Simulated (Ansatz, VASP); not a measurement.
**One calculation of Ga2O3, two programs**

```
Ga O
1.0
     2.47495    1.42891    4.43535
    -2.47495    1.42891    4.43535
     0.00000   -2.85783    4.43535
Ga O
4 6
Direct
  0.85577 0.85577 0.85577
  0.64423 0.64423 0.64423
  0.14423 0.14423 0.14423
  0.35577 0.35577 0.35577
  0.05277 0.44723 0.75000
  0.75000 0.05277 0.44723
  0.44723 0.75000 0.05277
  0.94723 0.55277 0.25000
  0.25000 0.94723 0.55277
  0.55277 0.25000 0.94723
```

Alike in both runs: functional LDA; k mesh 6 × 6 × 6; occupations gaussian, width 0.02 eV; no spin polarisation.

Ansatz relaxed the structure, and its values are those at the end. VASP's run is a single point on that final structure, the one shown.

|  | VASP | Ansatz |
| --- | --- | --- |
| version | VASP 6.6.1 | Ansatz 0.2.0 |
| potentials or method | VASP PAW LDA potentials, release 64 (Ga_d, O), cutoff 520 eV | scalar-relativistic, plane waves, PAW |
| valence electrons in the cell | 88 | 88 |

|  | VASP | Ansatz | Ansatz less VASP |
| --- | --- | --- | --- |
| gap on the k mesh at the Fermi level (eV) | 3.06 | 3.04 | -0.014 |
| least direct gap on the mesh (eV) | 3.33 | 3.32 | -0.015 |
| pressure (GPa) | 2.1 | 0.0 | -2.11 |
| rms of the force components (eV/Å) | 0.013 | 0.000 | -0.0131 |

Ansatz warns that its potentials were made for another functional, while VASP's fit it. LDA's correlation is that of Perdew and Zunger in VASP and of Perdew and Wang (1992) in Ansatz.
